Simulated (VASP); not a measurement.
## Sr (a cell with a defect): single point with PBE

Sr (a cell with a defect):

```xyz
7
Lattice="0.0000 6.0847 6.0847 6.0847 0.0000 6.0847 6.0847 6.0847 0.0000" Properties=species:S:1:pos:R:3 pbc="T T T"
Sr    2.3667    2.3667    0.0000
Sr    3.0801   -0.0934    3.3981
Sr    5.9913    3.0801    2.6866
Sr   -0.0934    3.0801    3.3981
Sr    3.0801    5.9913    2.6866
Sr    3.1624    3.1624    6.0847
Sr    5.9912    5.9912    6.0847
```

```yaml
Program: VASP 6.6.1
Task: single point
Functional: PBE
Potentials_or_basis: VASP PAW PBE potentials, release 64 (Sr_sv)
Cutoff: 520 eV
k_mesh: 2 × 2 × 2
Occupations: gaussian, width 0.1 eV
Spin: no spin polarisation
```

```
Pressure               : -0.5 GPa
Largest force          : 0.065 eV/Å
Band gap on the k mesh : zero (bands 35 and 36 overlap by 0.33 eV)
```

Forces on the atoms (eV/Å):
```
Sr   0.046  0.046  0.000
Sr  -0.008 -0.008 -0.003
Sr  -0.008 -0.008  0.003
Sr  -0.008 -0.008 -0.003
Sr  -0.008 -0.008  0.003
Sr  -0.008 -0.008  0.000
Sr  -0.005 -0.005  0.000
```

Stress tensor (GPa, compression positive):
```
-0.47 -0.16  0.00
-0.16 -0.47  0.00
 0.00  0.00 -0.60
```

Levels at points of the mesh, in eV from the Fermi level:
```
           k point  band 31  band 32  band 33  band 34  band 35  band 36  band 37  band 38  band 39  band 40
(0.00, 0.00, 0.00)    -0.78    -0.77    -0.62    -0.13    -0.11     0.03     0.09     0.25     0.27     0.34
(0.50, 0.00, 0.00)    -0.65    -0.61    -0.49    -0.39    -0.33    -0.02     0.43     0.46     0.61     0.68
(0.00, 0.00, 0.50)    -0.69    -0.54    -0.53    -0.34    -0.34    -0.04     0.34     0.55     0.56     0.70
(0.50, 0.50, 0.00)    -1.23    -1.09    -1.05    -0.59     0.23     0.59     0.66     0.73     0.75     0.87
(0.00, 0.50, 0.50)    -1.17    -1.10    -1.05    -0.65     0.30     0.53     0.63     0.68     0.85     0.97
```

Run time: 2.2 min on 1 thread of Intel(R) Xeon(R) Platinum 8375C CPU @ 2.90GHz (Ice Lake) (shared host), peak memory 0.58 GiB.

Caveat: the k points lie up to 0.45 Å⁻¹ apart.
